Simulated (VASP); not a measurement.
Al3C2, 5 atoms in the cell. It takes space group P-4m2 (No. 115, tetragonal). Conventional cell: a = 3.078 Å, b = 3.078 Å, c = 5.692 Å, α = 90.00°, β = 90.00°, γ = 90.00°. Within 2.8 Å of Al (site symmetry 2mm) lie 5 C at 2.10 to 2.23 Å and 6 Al at 2.55 to 2.72 Å. Within 2.9 Å of Al (site symmetry -4m2) lie 4 C at 2.19 Å and 4 Al at 2.55 Å. Within 2.8 Å of C (site symmetry 2mm) lie 7 Al at 2.10 to 2.23 Å. 

| Quantity | Value |
| --- | --- |
| Program | VASP 6.6.1 |
| Task | relaxation of cell and atoms |
| Functional | PBE |
| Potentials or basis | VASP PAW PBE potentials, release 64 (Al, C) |
| Cutoff | 600 eV |
| k mesh | 12 × 12 × 8 |
| Occupations | gaussian, width 0.1 eV |
| Spin | no spin polarisation |
| Dipole correction | no |
| Further INCAR settings | ALGO = Normal; EDIFF = 1e-06; IBRION = 2; EDIFFG = -0.01; NSW = 100; ISIF = 3 |

Potentials or basis: VASP PAW PBE potentials, release 64 (Al, C).

The run is started by

```console
$ cat potpaw_PBE.64/Al/POTCAR potpaw_PBE.64/C/POTCAR > POTCAR
$ mpirun -np 1 vasp_std > vasp.out
```

Hardware: 1 thread of Intel(R) Xeon(R) 6975P-C (Granite Rapids) (shared host).

Q: How long does it take, and how much memory?

A: Run time: 45 s on 1 thread of Intel(R) Xeon(R) 6975P-C (Granite Rapids), with other jobs on the host, peak memory 0.25 GiB. Counts: scf iterations 16, k points 140, ion steps 2.
